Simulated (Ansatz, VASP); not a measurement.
# One calculation of MnO, two programs

INCAR

```
PREC = Accurate
ENCUT = 520
EDIFF = 1E-6
ISMEAR = 0
SIGMA = 0.05
LREAL = F
LASPH = T
NELM = 100
ALGO = Normal
ISIF = 2
LWAVE = F
LCHARG = F
GGA = PE
NBANDS = 16
```

File KPOINTS:

```
regular mesh
0
Gamma
  14 14 14
```

Contents of POSCAR:

```
MnO
1.0
    0.0000000000      2.0233794126      2.0233794126
    2.0233794126      0.0000000000      2.0233794126
    2.0233794126      2.0233794126      0.0000000000
Mn O
1 1
Direct
    0.0000000000      0.0000000000      0.0000000000
    0.5000000000      0.5000000000      0.5000000000
```

Input for Ansatz:

```yaml
crystal:
  lattice:
    - [0.0, 2.0233794126, 2.0233794126]
    - [2.0233794126, 0.0, 2.0233794126]
    - [2.0233794126, 2.0233794126, 0.0]
  atoms:
    - { symbol: Mn, position: [0.0, 0.0, 0.0] }
    - { symbol: O, position: [0.5, 0.5, 0.5] }
basis:
  ecutwfc: 420
  ecutrho_ratio: 4
kpoints:
  mp_grid: { grid: [14, 14, 14] }
hamiltonian:
  xc: pbe
scf:
  occupations: { method: gaussian, width: 0.05 }
output:
  forces: true
  stress: true
  eigenvalues: true
```

Alike in both runs: task single point; functional PBE; k mesh 14 × 14 × 14; occupations gaussian, width 0.05 eV; no spin polarisation.

|  | VASP | Ansatz |
| --- | --- | --- |
| version | VASP 6.6.1 | Ansatz 0.2.0 |
| potentials or method | VASP PAW PBE potentials, release 64 (Mn_pv, O), cutoff 520 eV | scalar-relativistic, plane waves, PAW |
| valence electrons in the cell | 19 | 21 |

|  | VASP | Ansatz | Ansatz less VASP |
| --- | --- | --- | --- |
| gap on the k mesh at the Fermi level (eV) | none | none | - |
| pressure (GPa) | 12.2 | 11.0 | -1.16 |

A gap of «none» marks a metal or a gap that the smearing closes. With one functional, cell and mesh, what is left measures potentials, basis and numerics. VASP's potentials hold 19 valence electrons a cell and Ansatz's 21, so a difference there can come from the potentials and not from the codes.
